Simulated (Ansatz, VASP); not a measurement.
One calculation of B, two programs

```
CELL_PARAMETERS angstrom
2.99371 0.00000 0.00000
-1.49685 2.59263 0.00000
0.00000 0.00000 4.04310
ATOMIC_POSITIONS crystal
B 0.00000 0.00000 0.25000
B 0.00000 0.00000 0.75000
B 0.33333 0.66667 0.25000
B 0.66667 0.33333 0.75000
```

Alike in both runs: functional PBE; k mesh 15 × 15 × 5; occupations fermi-dirac, width 0.05 eV; no spin polarisation.

Ansatz relaxed the structure, and its values are those at the end. VASP's run is a single point on that final structure, the one shown.

```csv
,VASP,Ansatz
version,VASP 6.6.1,Ansatz 0.2.0
potentials or method,"VASP PAW PBE potentials, release 64 (B)","PAW with Ansatz's default frozen-core files, scalar-relativistic"
plane-wave cutoff (eV),520,420
valence electrons in the cell,12,12
```

|  | VASP | Ansatz | Ansatz less VASP |
| --- | --- | --- | --- |
| pressure (GPa) | 0.1 | 0.0 | -0.05 |
